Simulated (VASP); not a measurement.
# Rb3BiF6 (Fm-3m) in VASP: single point with LDA

Aim: the single point of Rb3BiF6 with LDA.

Program: VASP 6.6.1. These are calculated values, not measurements. Logs are shortened: lines on timing, memory, paths and dates and some standing lists are left out, and cuts for length are marked.

### Step 1. The cell of the first run

The structure is cubic, space group Fm-3m (No. 225). Conventional cell: a = 9.715 Å, b = 9.715 Å, c = 9.715 Å, α = 90.00°, β = 90.00°, γ = 90.00°. Rb (site symmetry -43m) has 12 F at 3.44 Å and 4 Rb at 4.21 Å and 4 Bi at 4.21 Å within 4.5 Å. Within 3.4 Å of Rb (site symmetry m-3m) lie 6 F at 2.61 Å. Within 3.0 Å of Bi (site symmetry m-3m) lie 6 F at 2.24 Å. Within 3.0 Å of F (site symmetry 4mm) lie 1 Bi at 2.24 Å and 1 Rb at 2.61 Å.

### Step 2. Single point, LDA

INCAR

```
ALGO = Normal
EDIFF = 1E-6
ENCUT = 520
ISIF = 2
ISMEAR = 0
LASPH = True
LCHARG = False
LREAL = False
LWAVE = False
NBANDS = 53
NELM = 80
PREC = Accurate
SIGMA = 0.01
```

KPOINTS

```
k-points
0
Gamma
  4 4 4
```

POSCAR

```
Rb3BiF6
1.0
    0.0000000000      4.8575280000      4.8575280000
    4.8575280000      0.0000000000      4.8575280000
    4.8575280000      4.8575280000      0.0000000000
Rb Bi F
3 1 6
Direct
    0.7500000000      0.7500000000      0.7500000000
    0.2500000000      0.2500000000      0.2500000000
    0.5000000000      0.5000000000      0.5000000000
    0.0000000000      0.0000000000      0.0000000000
    0.7689230000      0.2310770000      0.2310770000
    0.2310770000      0.2310770000      0.7689230000
    0.2310770000      0.7689230000      0.7689230000
    0.2310770000      0.7689230000      0.2310770000
    0.7689230000      0.2310770000      0.7689230000
    0.7689230000      0.7689230000      0.2310770000
```

Potentials or basis: VASP PAW LDA potentials, release 64 (Rb_sv, Bi_d, F).

The run is started by

```bash
cat potpaw_LDA.64/Rb_sv/POTCAR potpaw_LDA.64/Bi_d/POTCAR potpaw_LDA.64/F/POTCAR > POTCAR
mpirun -np 1 vasp_std > vasp.out
```

OUTCAR:

```text
EDIFF = 1E-6
   ENCUT = 520
   ISIF = 2
   ISMEAR = 0
   LASPH = True
   LREAL = False
   NELM = 80
   PREC = Accurate

 ion  position               nearest neighbor table
   1  0.750  0.750  0.750-   7 3.44   9 3.44  10 3.44   5 3.44   8 3.44  10 3.44   5 3.44   6 3.44
                             9 3.44   6 3.44   7 3.44   8 3.44   4 4.21   3 4.21   3 4.21   4 4.21
   2  0.250  0.250  0.250-   5 3.44   9 3.44  10 3.44   7 3.44   8 3.44  10 3.44   6 3.44   7 3.44
                             9 3.44   5 3.44   6 3.44   8 3.44   3 4.21   4 4.21   4 4.21   4 4.21
   3  0.500  0.500  0.500-   5 2.61   6 2.61   7 2.61   8 2.61   9 2.61  10 2.61   2 4.21   2 4.21
                             1 4.21   2 4.21   2 4.21   1 4.21   1 4.21   1 4.21   4 4.86   4 4.86
   4  0.000  0.000  0.000-   5 2.24   6 2.24   7 2.24   8 2.24   9 2.24  10 2.24   1 4.21   1 4.21
                             1 4.21   2 4.21   1 4.21   2 4.21   2 4.21   2 4.21   3 4.86   3 4.86
   5  0.769  0.231  0.231-   4 2.24   3 2.61   2 3.44   1 3.44   1 3.44   2 3.44
   6  0.231  0.231  0.769-   4 2.24   3 2.61   2 3.44   1 3.44   1 3.44   2 3.44
   7  0.231  0.769  0.769-   4 2.24   3 2.61   1 3.44   1 3.44   2 3.44   2 3.44
   8  0.231  0.769  0.231-   4 2.24   3 2.61   2 3.44   1 3.44   1 3.44   2 3.44
   9  0.769  0.231  0.769-   4 2.24   3 2.61   1 3.44   1 3.44   2 3.44   2 3.44
  10  0.769  0.769  0.231-   4 2.24   3 2.61   1 3.44   1 3.44   2 3.44   2 3.44

  LATTYP: Found a face centered cubic cell.
 ALAT       =     9.7150560000

  Lattice vectors:

 A1 = (   0.0000000000,   4.8575280000,   4.8575280000)
 A2 = (   4.8575280000,   0.0000000000,   4.8575280000)
 A3 = (   4.8575280000,   4.8575280000,   0.0000000000)

Analysis of symmetry for initial positions (statically):
=====================================================================
 Subroutine PRICEL returns:
 Original cell was already a primitive cell.

 Routine SETGRP: Setting up the symmetry group for a
 face centered cubic supercell.

 Subroutine GETGRP returns: Found 48 space group operations
 (whereof 48 operations were pure point group operations)
 out of a pool of 48 trial point group operations.

The static configuration has the point symmetry O_h .

Analysis of symmetry for dynamics (positions and initial velocities):
=====================================================================
 Subroutine PRICEL returns:
 Original cell was already a primitive cell.

 Routine SETGRP: Setting up the symmetry group for a
 face centered cubic supercell.

 Subroutine GETGRP returns: Found 48 space group operations
 (whereof 48 operations were pure point group operations)
 out of a pool of 48 trial point group operations.

The dynamic configuration has the point symmetry O_h .

 Subroutine INISYM returns: Found 48 space group operations
 (whereof 48 operations are pure point group operations),
 and found     1 'primitive' translations

----------------------------------------------------------------------------------------

                                     Primitive cell

  volume of cell :     229.2324

  direct lattice vectors                    reciprocal lattice vectors
     0.000000000  4.857528000  4.857528000    -0.102933014  0.102933014  0.102933014
     4.857528000  0.000000000  4.857528000     0.102933014 -0.102933014  0.102933014
     4.857528000  4.857528000  0.000000000     0.102933014  0.102933014 -0.102933014

  length of vectors
     6.869581977  6.869581977  6.869581977     0.178285211  0.178285211  0.178285211

  position of ions in fractional coordinates (direct lattice)
     0.750000000  0.750000000  0.750000000
     0.250000000  0.250000000  0.250000000
     0.500000000  0.500000000  0.500000000
     0.000000000  0.000000000  0.000000000
     0.768923000  0.231077000  0.231077000
     0.231077000  0.231077000  0.768923000
     0.231077000  0.768923000  0.768923000
     0.231077000  0.768923000  0.231077000
     0.768923000  0.231077000  0.768923000
     0.768923000  0.768923000  0.231077000

  ion indices of the primitive-cell ions
   primitive index   ion index
                 1           1
                 2           2
                 3           3
                 4           4
                 5           5
                 6           6
                 7           7
                 8           8
                 9           9
                10          10

----------------------------------------------------------------------------------------

 KPOINTS: k-points

Automatic generation of k-mesh.
 Grid dimensions read from file:
 generate k-points for:    4    4    4

 Generating k-lattice:

  Cartesian coordinates                     Fractional coordinates (reciprocal lattice)
    -0.025733254  0.025733254  0.025733254     0.250000000  0.000000000  0.000000000
     0.025733254 -0.025733254  0.025733254     0.000000000  0.250000000  0.000000000
     0.025733254  0.025733254 -0.025733254     0.000000000  0.000000000  0.250000000

  Length of vectors
     0.044571303  0.044571303  0.044571303

  Shift w.r.t. Gamma in fractional coordinates (k-lattice)
     0.000000000  0.000000000  0.000000000

 Subroutine IBZKPT returns following result:
 ===========================================

 Found      8 irreducible k-points:

 Following reciprocal coordinates:
            Coordinates               Weight
  0.000000  0.000000  0.000000      1.000000
  0.250000  0.000000  0.000000      8.000000
  0.500000  0.000000  0.000000      4.000000
  0.250000  0.250000  0.000000      6.000000
  0.500000  0.250000  0.000000     24.000000
 -0.250000  0.250000  0.000000     12.000000
  0.500000  0.500000  0.000000      3.000000
 -0.250000  0.500000  0.250000      6.000000
   k-points           NKPTS =      8   k-points in BZ     NKDIM =      8   number of bands    NBANDS=     53
   number of dos      NEDOS =    301   number of ions     NIONS =     10
   total plane-waves  NPLWV = 157464
   dimension x,y,z NGX =    54 NGY =   54 NGZ =   54
   dimension x,y,z NGXF=   108 NGYF=  108 NGZF=  108
   ions per type =               3   1   6
   NGX,Y,Z   is equivalent  to a cutoff of  13.07, 13.07, 13.07 a.u.
   NGXF,Y,Z  is equivalent  to a cutoff of  26.14, 26.14, 26.14 a.u.
 SYSTEM =  unknown system
   PREC   = accura    normal or accurate (medium, high low for compatibility)
   ISTART =      0    job   : 0-new  1-cont  2-samecut
   ICHARG =      2    charge: 1-file 2-atom 10-const
   ISPIN  =      1    spin polarized calculation?
   LNONCOLLINEAR =      F non collinear calculations
   LSORBIT =      F    spin-orbit coupling
   LASPH  =      T    aspherical Exc in radial PAW
   ENCUT  =  520.0 eV  38.22 Ry    6.18 a.u.  12.77 12.77 12.77*2*pi/ulx,y,z
   NELM   =     80;   NELMIN=  2; NELMDL= -5     # of ELM steps
   EDIFF  = 0.1E-05   stopping-criterion for ELM
   LREAL  =      F    real-space projection
   EDIFFG = 0.1E-04   stopping-criterion for IOM
   NSW    =      0    number of steps for IOM
   IBRION =     -1    ionic relax: 0-MD 1-quasi-New 2-CG
   NFREE  =      0    steps in history (QN), initial steepest desc. (CG)
   ISIF   =      2    stress and relaxation
   ISYM   =      2    0-nonsym 1-usesym 2-fastsym
   POTIM  = 0.5000    time-step for ionic-motion
   TEBEG  =    0.0;   TEEND  =   0.0 temperature during run
   PSTRESS=    0.0 pullay stress
   NELECT =      84.0000    total number of electrons
   NUPDOWN=      -1.0000    fix difference up-down
   EMIN   =  10.00;   EMAX   =-10.00  energy-range for DOS
   EFERMI =   0.00;   METHOD = LEGACY
   ISMEAR =     0;   SIGMA  =   0.01  broadening in eV -4-tet -1-fermi 0-gaus
   EFERMI_NEDOS =   21; number of points for ismear=-14 and -15
   IALGO  =     38    algorithm
   IMIX   =      4    mixing-type and parameters
     AMIX     =   0.40;   BMIX     =  1.00
     AMIX_MAG =   1.60;   BMIX_MAG =  1.00
  volume/ion in A,a.u.               =      22.92       154.69
  Fermi-wavevector in a.u.,A,eV,Ry     =   1.171501  2.213816 18.672830  1.372414
  Thomas-Fermi vector in A             =   2.307944
   LORBIT       =      0    0 simple, 1 ext, 2 COOP (PROOUT), +10 PAW based schemes
   GGA     = CA    functional components
   LHFCALC =     F    Hartree Fock is set to
   AEXX    =    0.0000 exact exchange contribution
   IVDW    =     0    specifies the selected vdW correction
   LEPSILON=     F    determine dielectric tensor
   LRPA    =     F    only Hartree local field effects (RPA)
 non-spin polarized calculation
 Gauss-broadening in eV      SIGMA  =   0.01
  energy-cutoff  :      520.00
  volume of cell :      229.23
 maximum number of plane-waves:      6218
 NGX is ok and might be reduce to    54
   NGX = 25   NGY = 25   NGZ = 25

 number of electron      83.9999946 magnetization

 Free energy of the ion-electron system (eV)
  ---------------------------------------------------
  ext. energy  EPLUGINS =         0.00000000
  ---------------------------------------------------
  free energy    TOTEN  =       -47.36558899 eV

  energy without entropy =      -47.36558899  energy(sigma->0) =      -47.36558899

 E-fermi :  -0.8400     XC(G=0):  -8.5418

 val. band max:       -0.8955709768   @ k =   0.5000   0.0000   0.0000
 cond. band min:       3.2190879557   @ k =   0.0000   0.0000   0.0000
 fundamental gap:      4.1146589324
 Fermi energy:        -0.8400276214

 k-point     1 :       0.0000    0.0000    0.0000
  band No.  band energies     occupation
      1     -26.2311      2.00000
      2     -26.2217      2.00000
      3     -24.3806      2.00000
      4     -22.8753      2.00000
      5     -22.8753      2.00000
      6     -22.1377      2.00000
[... 45 lines left out ...]
     52       6.9450      0.00000
     53       7.6124      0.00000

 k-point     2 :       0.2500    0.0000    0.0000
  band No.  band energies     occupation
      1     -26.2294      2.00000
      2     -26.2228      2.00000
      3     -24.3793      2.00000
      4     -22.8775      2.00000
      5     -22.8775      2.00000
      6     -22.1376      2.00000
[... 45 lines left out ...]
     52       7.0705      0.00000
     53       7.4242      0.00000

 k-point     3 :       0.5000    0.0000    0.0000
  band No.  band energies     occupation
      1     -26.2258      2.00000
      2     -26.2258      2.00000
      3     -24.3779      2.00000
      4     -22.8796      2.00000
      5     -22.8796      2.00000
      6     -22.1376      2.00000
[... 45 lines left out ...]
     52       6.8077      0.00000
     53       7.3025      0.00000

 k-point     4 :       0.2500    0.2500    0.0000
  band No.  band energies     occupation
      1     -26.2291      2.00000
      2     -26.2229      2.00000
      3     -24.3803      2.00000
      4     -22.8752      2.00000
      5     -22.8721      2.00000
      6     -22.1376      2.00000
[... 45 lines left out ...]
     52       7.1910      0.00000
     53       7.2994      0.00000

 k-point     5 :       0.5000    0.2500    0.0000
  band No.  band energies     occupation
      1     -26.2268      2.00000
      2     -26.2246      2.00000
      3     -24.3804      2.00000
      4     -22.8773      2.00000
      5     -22.8648      2.00000
      6     -22.1376      2.00000
[... 45 lines left out ...]
     52       6.9889      0.00000
     53       7.1542      0.00000

 k-point     6 :      -0.2500    0.2500    0.0000
  band No.  band energies     occupation
      1     -26.2273      2.00000
      2     -26.2243      2.00000
      3     -24.3794      2.00000
      4     -22.8795      2.00000
      5     -22.8704      2.00000
      6     -22.1376      2.00000
[... 45 lines left out ...]
     52       7.1406      0.00000
     53       7.2341      0.00000

 k-point     7 :       0.5000    0.5000    0.0000
  band No.  band energies     occupation
      1     -26.2271      2.00000
      2     -26.2241      2.00000
      3     -24.3829      2.00000
      4     -22.8751      2.00000
      5     -22.8496      2.00000
      6     -22.1376      2.00000
[... 45 lines left out ...]
     52       7.0027      0.00000
     53       7.3416      0.00000

 k-point     8 :      -0.2500    0.5000    0.2500
  band No.  band energies     occupation
      1     -26.2256      2.00000
      2     -26.2256      2.00000
      3     -24.3814      2.00000
      4     -22.8780      2.00000
      5     -22.8560      2.00000
      6     -22.1376      2.00000
[... 45 lines left out ...]
     52       7.0212      0.00000
     53       7.1882      0.00000

------------------------ aborting loop because EDIFF is reached ----------------------------------------

  FORCE on cell =-STRESS in cart. coord.  units (eV):
  Direction    XX          YY          ZZ          XY          YZ          ZX
  --------------------------------------------------------------------------------------
  -------------------------------------------------------------------------------------
  Total       -3.0038594     -3.0038594     -3.0038594      0.0000000      0.0000000     -0.0000000
  in kB      -20.9949211    -20.9949211    -20.9949211      0.0000000      0.0000000     -0.0000000
  external PRESSURE =     -20.9949211 kB  Pullay stress =       0.0000000 kB

 VOLUME and BASIS-vectors are now :
 -----------------------------------------------------------------------------
  energy-cutoff  :      520.00
  volume of cell :      229.23
      direct lattice vectors                 reciprocal lattice vectors
     0.000000000  4.857528000  4.857528000    -0.102933014  0.102933014  0.102933014
     4.857528000  0.000000000  4.857528000     0.102933014 -0.102933014  0.102933014
     4.857528000  4.857528000  0.000000000     0.102933014  0.102933014 -0.102933014

 POSITION                                       TOTAL-FORCE (eV/Angst)
 -----------------------------------------------------------------------------------
      7.28629      7.28629      7.28629         0.000000     -0.000000      0.000000
      2.42876      2.42876      2.42876        -0.000000     -0.000000      0.000000
      4.85753      4.85753      4.85753         0.000000     -0.000000      0.000000
      0.00000      0.00000      0.00000         0.000000     -0.000000      0.000000
      2.24493      4.85753      4.85753        -0.064661     -0.000000      0.000000
      4.85753      4.85753      2.24493         0.000000     -0.000000     -0.064661
      7.47013      4.85753      4.85753         0.064661     -0.000000      0.000000
      4.85753      2.24493      4.85753         0.000000     -0.064661      0.000000
      4.85753      7.47013      4.85753         0.000000      0.064661      0.000000
      4.85753      4.85753      7.47013         0.000000     -0.000000      0.064661
 -----------------------------------------------------------------------------------
    total drift:                               -0.000000     -0.000000      0.000000

  FREE ENERGIE OF THE ION-ELECTRON SYSTEM (eV)
  ---------------------------------------------------
  free  energy   TOTEN  =       -47.3655889861 eV

  energy  without entropy=      -47.3655889861  energy(sigma->0) =      -47.36558899
```

Wall time 1.8 min (1 thread of AMD EPYC 7R13 (Zen 3), shared host); peak memory 0.31 GiB.

Results:

* Free energy: -47.3656 eV
* Pressure: -2.1 GPa
* Largest force: 0.065 eV/Å
* Band gap on the k mesh: 4.11 eV (least direct gap 4.39 eV)

Forces on the atoms (eV/Å):
```
Rb   0.000  0.000  0.000
Rb   0.000  0.000  0.000
Rb   0.000  0.000  0.000
Bi   0.000  0.000  0.000
F   -0.065  0.000  0.000
F    0.000  0.000 -0.065
F    0.065  0.000  0.000
F    0.000 -0.065  0.000
F    0.000  0.065  0.000
F    0.000  0.000  0.065
```

Caveat: spin-orbit coupling is left out, which moves the levels of the heavy elements.
